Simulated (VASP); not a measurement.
Wanted: the native input for a VASP 6.6.1 run.

```
Task                   : single point
Functional             : LDA
Potentials or basis    : VASP PAW LDA potentials, release 64 (Ge_d)
Cutoff                 : 520 eV
k mesh                 : 18 × 18 × 18
Occupations            : fermi-dirac, width 0.1 eV
Spin                   : no spin polarisation
Dipole correction      : no
Further INCAR settings : ALGO = Normal; EDIFF = 1e-06; NBANDS = 13
```

The structure of Ge lies in POSCAR:

```
Ge
1.0
   -1.6480415715      1.6480415715      1.6480415715
    1.6480415715     -1.6480415715      1.6480415715
    1.6480415715      1.6480415715     -1.6480415715
Ge
1
Direct
    0.0000000000      0.0000000000      0.0000000000
```

These files were run (other wordings do the same):

INCAR

```
SYSTEM = Ge
  PREC = Accurate
  ENCUT = 520
  EDIFF = 1E-6
  ISMEAR = -1
  SIGMA = 0.1
  LREAL = .False.
  LASPH = .True.
  NELM = 100
  ALGO = Normal
  ISIF = 2
  LWAVE = .False.
  LCHARG = .False.
  NBANDS = 13
```

KPOINTS

```
Automatic mesh
0
Gamma
  18 18 18
  0 0 0
```

Potentials or basis: VASP PAW LDA potentials, release 64 (Ge_d).

Command:

```console
$ cat potpaw_LDA.64/Ge_d/POTCAR > POTCAR
$ mpirun -np 1 vasp_std > vasp.out
```

It gave:

* Pressure: 0.2 GPa
* Band gap on the k mesh: zero (band 7 reaches 16.64 eV, above the bottom of band 8 at 3.88 eV)

Wall time 34 s on 1 thread of Intel Xeon 8259CL, with other jobs on the host, peak memory 0.16 GiB.
